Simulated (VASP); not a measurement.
SiNi3, 4 atoms in the cell. It takes space group P4mm (No. 99, tetragonal). Conventional cell: a = 3.461 Å, b = 3.461 Å, c = 3.461 Å, α = 90.00°, β = 90.00°, γ = 90.00°. Si (site symmetry 4mm) has 12 Ni at 2.20 to 2.73 Å within 2.9 Å. Within 2.9 Å of Ni (site symmetry 2mm) lie 4 Si at 2.20 to 2.73 Å and 8 Ni at 2.45 Å. Within 3.2 Å of Ni (site symmetry 4mm) lie 8 Ni at 2.45 Å and 4 Si at 2.48 Å.  This cell differs from its parent crystal: all Ni atoms moved +0.375 Å, as atom 2 along Cartesian [0 1 0].

| Quantity | Value |
| --- | --- |
| Program | VASP 6.6.1 |
| Task | single point |
| Functional | PBEsol |
| Potentials or basis | VASP PAW PBE potentials, release 64 (Si, Ni) |
| Cutoff | 520 eV |
| k mesh | 14 × 14 × 14 |
| Occupations | gaussian, width 0.15 eV |
| Spin | no spin polarisation |
| Dipole correction | no |
| Further INCAR settings | ALGO = Fast; EDIFF = 1e-06; NBANDS = 25 |

Potentials or basis: VASP PAW PBE potentials, release 64 (Si, Ni).

The run is started by

```sh
$ cat potpaw_PBE.64/Si/POTCAR potpaw_PBE.64/Ni/POTCAR > POTCAR
$ mpirun -np 1 vasp_std > vasp.out
```

Hardware: 1 thread of Intel(R) Xeon(R) 6975P-C (Granite Rapids) (shared host).

Task: How long does it take, and how much memory?

Result: Wall time 2.4 min on 1 thread of Intel(R) Xeon(R) 6975P-C (Granite Rapids) (shared host), peak memory 0.35 GiB. Counts: scf iterations 16, k points 288.
